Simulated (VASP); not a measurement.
# Hf (P6_3/mmc) in VASP: a series of runs, part 2 of 2

VASP 6.6.1.

### 3 Single point, LDA (15.00 Å³/atom)

File INCAR:

```
SYSTEM = Hf
PREC = Accurate ; ENCUT = 520
EDIFF = 1E-6 ; ISMEAR = -1
SIGMA = 0.08 ; LREAL = .FALSE.
LASPH = .TRUE. ; NELM = 100
ALGO = Normal ; ISIF = 2
LWAVE = .FALSE. ; LCHARG = .TRUE.
GGA = CA ; LELF = .TRUE.
LVHAR = .TRUE. ; NBANDS = 17
```

File KPOINTS:

```
regular mesh
0
G
  15 15 8
  0 0 0
```

File POSCAR:

```
Hf
1.0
    2.7477244712      0.0000000000      0.0000000000
   -1.3738622356      2.3795991947      0.0000000000
    0.0000000000      0.0000000000      4.5873107833
Hf
2
Direct
    0.3333333333      0.6666666667      0.2500000000
    0.6666666667      0.3333333333      0.7500000000
```

Potentials or basis: VASP PAW LDA potentials, release 64 (Hf_pv).

The run is started by

```bash
$ cat potpaw_LDA.64/Hf_pv/POTCAR > POTCAR
$ mpirun -np 1 vasp_std > vasp.out
```

OUTCAR:

```text
SYSTEM = Hf
   PREC = Accurate
   ENCUT = 520
   EDIFF = 1E-6
   ISMEAR = -1
   LREAL = .FALSE.
   LASPH = .TRUE.
   NELM = 100
   ISIF = 2
   GGA = CA

 ion  position               nearest neighbor table
   1  0.333  0.667  0.250-   2 2.79   2 2.79   2 2.79   2 2.79   2 2.79   2 2.79
   2  0.667  0.333  0.750-   1 2.79   1 2.79   1 2.79   1 2.79   1 2.79   1 2.79

  LATTYP: Found a hexagonal cell.
 ALAT       =     2.7477244712
 C/A-ratio  =     1.6694944604

  Lattice vectors:

 A1 = (   2.7477244712,   0.0000000000,   0.0000000000)
 A2 = (  -1.3738622356,   2.3795991947,   0.0000000000)
 A3 = (   0.0000000000,   0.0000000000,   4.5873107833)

Analysis of symmetry for initial positions (statically):
=====================================================================
 Subroutine PRICEL returns:
 Original cell was already a primitive cell.

 Routine SETGRP: Setting up the symmetry group for a
 hexagonal supercell.

 Subroutine GETGRP returns: Found 24 space group operations
 (whereof 12 operations were pure point group operations)
 out of a pool of 24 trial point group operations.

The static configuration has the point symmetry D_3d.
 The point group associated with its full space group is D_6h.

Analysis of symmetry for dynamics (positions and initial velocities):
=====================================================================
 Subroutine PRICEL returns:
 Original cell was already a primitive cell.

 Routine SETGRP: Setting up the symmetry group for a
 hexagonal supercell.

 Subroutine GETGRP returns: Found 24 space group operations
 (whereof 12 operations were pure point group operations)
 out of a pool of 24 trial point group operations.

The dynamic configuration has the point symmetry D_3d.
 The point group associated with its full space group is D_6h.

 Subroutine INISYM returns: Found 24 space group operations
 (whereof 12 operations are pure point group operations),
 and found     1 'primitive' translations

----------------------------------------------------------------------------------------

                                     Primitive cell

  volume of cell :      29.9941

  direct lattice vectors                    reciprocal lattice vectors
     2.747724471  0.000000000  0.000000000     0.363937509  0.210119419  0.000000000
    -1.373862236  2.379599195  0.000000000     0.000000000  0.420238838  0.000000000
     0.000000000  0.000000000  4.587310783     0.000000000  0.000000000  0.217992643

  length of vectors
     2.747724471  2.747724471  4.587310783     0.420238838  0.420238838  0.217992643

  position of ions in fractional coordinates (direct lattice)
     0.333333333  0.666666667  0.250000000
     0.666666667  0.333333333  0.750000000

  ion indices of the primitive-cell ions
   primitive index   ion index
                 1           1
                 2           2

----------------------------------------------------------------------------------------

 KPOINTS: regular mesh

Automatic generation of k-mesh.
 Grid dimensions read from file:
 generate k-points for:   15   15    8

 Generating k-lattice:

  Cartesian coordinates                     Fractional coordinates (reciprocal lattice)
     0.024262501  0.014007961  0.000000000     0.066666667  0.000000000  0.000000000
     0.000000000  0.028015923  0.000000000     0.000000000  0.066666667  0.000000000
     0.000000000  0.000000000  0.027249080     0.000000000  0.000000000  0.125000000

  Length of vectors
     0.028015923  0.028015923  0.027249080

  Shift w.r.t. Gamma in fractional coordinates (k-lattice)
     0.000000000  0.000000000  0.000000000

 Subroutine IBZKPT returns following result:
 ===========================================

 Found    135 irreducible k-points:

 Following reciprocal coordinates:
            Coordinates               Weight
  0.000000  0.000000  0.000000      1.000000
  0.066667  0.000000  0.000000      6.000000
  0.133333  0.000000  0.000000      6.000000
  0.200000  0.000000  0.000000      6.000000
  0.266667  0.000000  0.000000      6.000000
  0.333333  0.000000  0.000000      6.000000
[... 16 lines left out ...]
  0.333333  0.200000  0.000000     12.000000
  0.400000  0.200000  0.000000      6.000000
 [... further k-points ...]
   k-points           NKPTS =    135   k-points in BZ     NKDIM =    135   number of bands    NBANDS=     17
   number of dos      NEDOS =    301   number of ions     NIONS =      2
   total plane-waves  NPLWV =  14400
   dimension x,y,z NGX =    20 NGY =   20 NGZ =   36
   dimension x,y,z NGXF=    40 NGYF=   40 NGZF=   72
   ions per type =               2
   NGX,Y,Z   is equivalent  to a cutoff of  12.10, 12.10, 13.05 a.u.
   NGXF,Y,Z  is equivalent  to a cutoff of  24.20, 24.20, 26.09 a.u.
 SYSTEM =  Hf
   PREC   = accura    normal or accurate (medium, high low for compatibility)
   ISTART =      0    job   : 0-new  1-cont  2-samecut
   ICHARG =      2    charge: 1-file 2-atom 10-const
   ISPIN  =      1    spin polarized calculation?
   LNONCOLLINEAR =      F non collinear calculations
   LSORBIT =      F    spin-orbit coupling
   LASPH  =      T    aspherical Exc in radial PAW
   ENCUT  =  520.0 eV  38.22 Ry    6.18 a.u.   5.11  5.11  8.53*2*pi/ulx,y,z
   NELM   =    100;   NELMIN=  2; NELMDL= -5     # of ELM steps
   EDIFF  = 0.1E-05   stopping-criterion for ELM
   LREAL  =      F    real-space projection
   EDIFFG = 0.1E-04   stopping-criterion for IOM
   NSW    =      0    number of steps for IOM
   IBRION =     -1    ionic relax: 0-MD 1-quasi-New 2-CG
   NFREE  =      0    steps in history (QN), initial steepest desc. (CG)
   ISIF   =      2    stress and relaxation
   ISYM   =      2    0-nonsym 1-usesym 2-fastsym
   POTIM  = 0.5000    time-step for ionic-motion
   TEBEG  =    0.0;   TEEND  =   0.0 temperature during run
   PSTRESS=    0.0 pullay stress
   NELECT =      20.0000    total number of electrons
   NUPDOWN=      -1.0000    fix difference up-down
   EMIN   =  10.00;   EMAX   =-10.00  energy-range for DOS
   EFERMI =   0.00;   METHOD = LEGACY
   ISMEAR =    -1;   SIGMA  =   0.08  broadening in eV -4-tet -1-fermi 0-gaus
   EFERMI_NEDOS =   21; number of points for ismear=-14 and -15
   IALGO  =     38    algorithm
   IMIX   =      4    mixing-type and parameters
     AMIX     =   0.40;   BMIX     =  1.00
     AMIX_MAG =   1.60;   BMIX_MAG =  1.00
  volume/ion in A,a.u.               =      15.00       101.20
  Fermi-wavevector in a.u.,A,eV,Ry     =   1.430232  2.702746 27.831576  2.045563
  Thomas-Fermi vector in A             =   2.550099
   LORBIT       =      0    0 simple, 1 ext, 2 COOP (PROOUT), +10 PAW based schemes
   GGA     = CA    functional components
   LHFCALC =     F    Hartree Fock is set to
   AEXX    =    0.0000 exact exchange contribution
   IVDW    =     0    specifies the selected vdW correction
   LEPSILON=     F    determine dielectric tensor
   LRPA    =     F    only Hartree local field effects (RPA)
 non-spin polarized calculation
  energy-cutoff  :      520.00
  volume of cell :       29.99
 maximum number of plane-waves:       826
   NGX = 11   NGY = 11   NGZ = 17

 number of electron      20.0000004 magnetization

 Free energy of the ion-electron system (eV)
  ---------------------------------------------------
  ext. energy  EPLUGINS =         0.00000000
  ---------------------------------------------------
  free energy    TOTEN  =       -19.45714603 eV

  energy without entropy =      -19.42820816  energy(sigma->0) =      -19.44267710

 E-fermi :   7.9755     XC(G=0): -13.4218

 val. band max:        7.9731168996   @ k =   0.2667   0.2667   0.3750
 cond. band min:       7.9886691439   @ k =   0.2000   0.0667   0.2500
 fundamental gap:      0.0155522444
 Fermi energy:         7.9755014019

 k-point     1 :       0.0000    0.0000    0.0000
  band No.  band energies     occupation
      1     -23.3453      2.00000
      2     -20.8200      2.00000
      3     -20.8200      2.00000
      4     -20.6204      2.00000
      5     -20.5049      2.00000
      6     -20.5049      2.00000
[... 9 lines left out ...]
     16      12.0533      0.00000
     17      15.8310      0.00000
[... 441 lines left out ...]
 k-point    24 :       0.4000    0.2000    0.0000
  band No.  band energies     occupation
      1     -22.9427      2.00000
      2     -22.5208      2.00000
      3     -21.9755      2.00000
      4     -21.9077      2.00000
      5     -21.4555      2.00000
      6     -21.3651      2.00000
[... 9 lines left out ...]
     16      16.1187      0.00000
     17      18.8853      0.00000

 [... further k-points ...]

------------------------ aborting loop because EDIFF is reached ----------------------------------------

  FORCE on cell =-STRESS in cart. coord.  units (eV):
  Direction    XX          YY          ZZ          XY          YZ          ZX
  --------------------------------------------------------------------------------------
  -------------------------------------------------------------------------------------
  Total       12.6381921     12.6381921     12.6444194     -0.0000000      0.0000000      0.0000000
  in kB      675.0879804    675.0879805    675.4206228     -0.0000000      0.0000000      0.0000000
  external PRESSURE =     675.1988612 kB  Pullay stress =       0.0000000 kB

 VOLUME and BASIS-vectors are now :
 -----------------------------------------------------------------------------
  energy-cutoff  :      520.00
  volume of cell :       29.99
      direct lattice vectors                 reciprocal lattice vectors
     2.747724471  0.000000000  0.000000000     0.363937509  0.210119419  0.000000000
    -1.373862236  2.379599195  0.000000000     0.000000000  0.420238838  0.000000000
     0.000000000  0.000000000  4.587310783     0.000000000  0.000000000  0.217992643

 POSITION                                       TOTAL-FORCE (eV/Angst)
 -----------------------------------------------------------------------------------
     -0.00000      1.58640      1.14683        -0.000000      0.000000      0.000000
      1.37386      0.79320      3.44048         0.000000      0.000000      0.000000
 -----------------------------------------------------------------------------------
    total drift:                               -0.000000      0.000000     -0.000000

  FREE ENERGIE OF THE ION-ELECTRON SYSTEM (eV)
  ---------------------------------------------------
  free  energy   TOTEN  =       -19.4571460348 eV

  energy  without entropy=      -19.4282081572  energy(sigma->0) =      -19.44267710
```

OSZICAR:

```text
N       E                     dE             d eps       ncg     rms          rms(c)
DAV:   1     0.562890692384E+02    0.56289E+02   -0.11694E+04  4606   0.118E+03
DAV:   2    -0.182801630192E+02   -0.74569E+02   -0.72576E+02  6008   0.265E+02
DAV:   3    -0.199228081365E+02   -0.16426E+01   -0.16301E+01  5466   0.271E+01
DAV:   4    -0.199302154244E+02   -0.74073E-02   -0.74053E-02  5784   0.210E+00
DAV:   5    -0.199302511939E+02   -0.35769E-04   -0.35769E-04  5538   0.131E-01    0.832E+01
DAV:   6    -0.195989089740E+02    0.33134E+00   -0.18032E-01  5311   0.305E+00    0.493E+01
DAV:   7    -0.194602309580E+02    0.13868E+00   -0.30314E-01  5432   0.382E+00    0.200E+00
DAV:   8    -0.194571021028E+02    0.31289E-02   -0.17671E-02  5332   0.962E-01    0.212E-01
DAV:   9    -0.194571456977E+02   -0.43595E-04   -0.39081E-04  6140   0.141E-01    0.118E-01
DAV:  10    -0.194571478662E+02   -0.21686E-05   -0.17556E-05  5287   0.319E-02    0.140E-01
DAV:  11    -0.194571460354E+02    0.18308E-05   -0.25940E-06  4843   0.116E-02    0.347E-03
DAV:  12    -0.194571460348E+02    0.60663E-09   -0.14694E-07  2604   0.279E-03
   1 F= -.19457146E+02 E0= -.19442677E+02  d E =-.289379E-01
```

stdout:

```text
POSCAR found type information on POSCAR Hf
 POSCAR found :  1 types and       2 ions
 scaLAPACK will be used
 LDA part: xc-table for (Slater(with rela. corr.)+CA(PZ))
 , standard interpolation
 POSCAR, INCAR and KPOINTS ok, starting setup
 FFT: planning ... GRIDC
 FFT: planning ... GRID_SOFT
 FFT: planning ... GRID
 WAVECAR not read
 entering main loop
```

Wall time 56 s (1 thread of Intel Xeon 8259CL, shared host); peak memory 0.17 GiB.

Results:

```
Free energy            : -19.4571 eV
Pressure               : 67.5 GPa
Band gap on the k mesh : zero (bands 10 and 11 overlap by 1.85 eV)
```

Caveat: the cell stands under pressure; spin-orbit coupling is left out, which moves the levels of the heavy elements.
